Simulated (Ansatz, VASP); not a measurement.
## One calculation of HfTi2Si2, two programs

```
CELL_PARAMETERS angstrom
3.72837 0.00000 0.00000
-1.86419 3.22887 0.00000
0.00000 0.00000 7.92745
ATOMIC_POSITIONS crystal
Hf 0.66667 0.33333 0.50000
Ti 0.33333 0.66667 0.50000
Ti 0.00000 0.00000 0.00000
Si 0.66667 0.33333 0.78927
Si 0.66667 0.33333 0.21073
```

Alike in both runs: task relaxation of cell and atoms; functional PBE; k mesh 6 × 6 × 2; occupations gaussian, width 0.1 eV; no spin polarisation.

|  | VASP | Ansatz |
| --- | --- | --- |
| version | VASP 6.6.1 | Ansatz 0.2.0 |
| potentials or method | VASP PAW PBE potentials, release 64 (Hf_pv, Ti_sv, Si), cutoff 600 eV | scalar-relativistic, plane waves, PAW |
| valence electrons in the cell | 42 | 58 |

VASP gave:

```
gap on the k mesh at the Fermi level, each at its own relaxed structure (eV) : none
relaxed volume (Å³/atom)                                                     : 24.03
relaxed length of the cell vector where the two differ most in proportion (Å)              : 7.231
```

Problem. Which values does Ansatz return?

Solution. gap on the k mesh at the Fermi level, each at its own relaxed structure (eV): none; relaxed volume (Å³/atom): 23.99; relaxed length of the cell vector where the two differ most in proportion (Å): 7.225.

A gap of «none» marks a metal or a gap that the smearing closes. VASP's potentials hold 42 valence electrons a cell and Ansatz's 58, so a difference there can come from the potentials and not from the codes.

The k mesh is coarse, so the values compare programs but aren't converged. Spin-orbit coupling is off throughout. Noted on VASP's run: the volume moved by over 15 % at a fixed basis, so the end points are rough.
